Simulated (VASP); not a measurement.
A run of VASP 6.6.1 is set up as follows.

Contents of INCAR:

```
  PREC = Accurate
  ENCUT = 520
  EDIFF = 1E-7
  ISMEAR = -1
  SIGMA = 0.05
  LREAL = False
  LASPH = True
  NELM = 60
  ALGO = Normal
  ISIF = 2
  LWAVE = False
  LCHARG = False
  GGA = PE
  NBANDS = 32
```

Contents of KPOINTS:

```
regular mesh
0
Gamma
  6 6 6
```

File POSCAR:

```
Bi2Te3
1.0
    2.1710605638      1.2534642987      9.7780497979
   -2.1710605638      1.2534642987      9.7780497979
    0.0000000000     -2.5069285975      9.7780497979
Bi Te
2 3
Direct
    0.1880000000      0.1880000000      0.1880000000
    0.5980000000      0.5980000000      0.5980000000
    0.3890000000      0.3890000000      0.3890000000
    0.8000000000      0.8000000000      0.8000000000
    0.0000000000      0.0000000000      0.0000000000
```

Potentials or basis: VASP PAW PBE potentials, release 64 (Bi_d, Te).

The run is started by

```bash
$ cat potpaw_PBE.64/Bi_d/POTCAR potpaw_PBE.64/Te/POTCAR > POTCAR
$ mpirun -np 1 vasp_std > vasp.out
```

(1) What does it give for the largest force?

(2) Estimate the pressure.

Answers

(1) 1.425 eV/Å.

(2) 4.7 GPa.

Caveat: the cell stands under pressure; forces of over 1 eV/Å act on the atoms, so gaps and moduli don't describe the material at rest.
